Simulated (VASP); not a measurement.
Input of a VASP 6.6.1 run:

Contents of INCAR:

```
SYSTEM = NiO2
  ALGO = Normal
  EDIFF = 1E-6
  ENCUT = 600
  GGA = CA
  GGA_COMPAT = .False.
  ISIF = 2
  ISMEAR = 0
  ISPIN = 2
  LASPH = .True.
  LCHARG = .False.
  LDAU = .True.
  LDAUJ = 0.5 0
  LDAUL = 2 -1
  LDAUPRINT = 1
  LDAUTYPE = 1
  LDAUU = 4 0
  LMAXMIX = 4
  LORBIT = 11
  LREAL = .False.
  LWAVE = .False.
  MAGMOM = 1.71 1.71 0.69 0.69 0.69 0.69
  NBANDS = 35
  NELM = 200
  NUPDOWN = 6.0
  PREC = Accurate
  SIGMA = 0.05
```

KPOINTS

```
k-points
0
Gamma
  8 8 3
  0 0 0
```

File POSCAR:

```
NiO2
1.0
    2.6800879700      0.0000000000      0.0000000000
   -1.3400439800      2.3210242600      0.0000000000
    0.0000000000      0.0000000000      8.6470762600
Ni O
2 4
Direct
    0.0000000000      0.0000000000      0.0000000000
    0.0000000000      0.0000000000      0.5000000000
    0.3333333333      0.6666666667      0.1260000000
    0.6666666667      0.3333333333      0.3740000000
    0.3333333333      0.6666666667      0.6260000000
    0.6666666667      0.3333333333      0.8740000000
```

Potentials or basis: VASP PAW LDA potentials, release 64 (Ni, O).

Run with:

```sh
$ cat potpaw_LDA.64/Ni/POTCAR potpaw_LDA.64/O/POTCAR > POTCAR
$ mpirun -np 1 vasp_std > vasp.out
```

(1) Estimate the pressure.

(2) Estimate the largest force.

Results:

(1) 3.3 GPa.

(2) 0.509 eV/Å.

Caveat: the cell stands under pressure; the total moment is fixed, so each spin has its own Fermi level.
